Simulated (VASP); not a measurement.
ZnCu:

```
CELL_PARAMETERS angstrom
2.87141 0.00000 0.00000
0.00000 2.87141 0.00000
0.00000 0.00000 2.87141
ATOMIC_POSITIONS crystal
Zn 0.50000 0.50000 0.50000
Cu 0.00000 0.00000 0.00000
```

Base run:

| Quantity | Value |
| --- | --- |
| Program | VASP 6.6.1 |
| Functional | LDA |
| Potentials or basis | VASP PAW LDA potentials, release 64 (Zn, Cu) |
| Cutoff | 520 eV |
| k mesh | 9 × 9 × 9 |
| Occupations | fermi-dirac, width 0.05 eV |
| Spin | no spin polarisation |

Its results: pressure 1.0 GPa.

Question: The run is repeated on the same cell with these changes: potentials or basis from VASP PAW LDA potentials, release 64 (Zn, Cu) to VASP PAW LDA potentials, release 64 (Zn, Cu_sv_GW); cutoff from 520 eV to 700 eV; further incar settings from ALGO = Fast; EDIFF = 1e-06; NBANDS = 18 to ALGO = Normal; EDIFF = 1e-06; NBANDS = 22; valence electrons from 23 to 31. What comes out?

Answer: Pressure -1.9 GPa.
